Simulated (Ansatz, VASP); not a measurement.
Al3Si2N3 in VASP and in Ansatz

```
Al Si N
1.0
     3.23656    0.00000    0.00000
    -1.61828    2.80294    0.00000
     0.00000    0.00000   11.12144
Al Si N
3 2 3
Direct
  0.33333 0.66667 0.51325
  0.33333 0.66667 0.96102
  0.66667 0.33333 0.73712
  0.33333 0.66667 0.18566
  0.66667 0.33333 0.29771
  0.66667 0.33333 0.46323
  0.66667 0.33333 0.90807
  0.33333 0.66667 0.68394
```

Alike in both runs: functional PBE; k mesh 12 × 12 × 4; occupations gaussian, width 0.1 eV; no spin polarisation.

Ansatz relaxed the structure, and its values are those at the end. VASP's run is a single point on that final structure, the one shown.

|  | VASP | Ansatz |
| --- | --- | --- |
| version | VASP 6.6.1 | Ansatz 0.2.0 |
| potentials or method | VASP PAW PBE potentials, release 64 (Al, Si, N), cutoff 520 eV | scalar-relativistic, plane waves, PAW |
| valence electrons in the cell | 32 | 32 |

```tsv
	VASP	Ansatz	Ansatz less VASP
gap on the k mesh at the Fermi level (eV)	none	none	-
pressure (GPa)	-0.2	0.0	+0.21
rms of the force components (eV/Å)	0.004	0.001	-0.0028
```

A gap of «none» marks a metal or a gap that the smearing closes. The functional is the same, so the differences come from potentials, cutoffs and numerics.
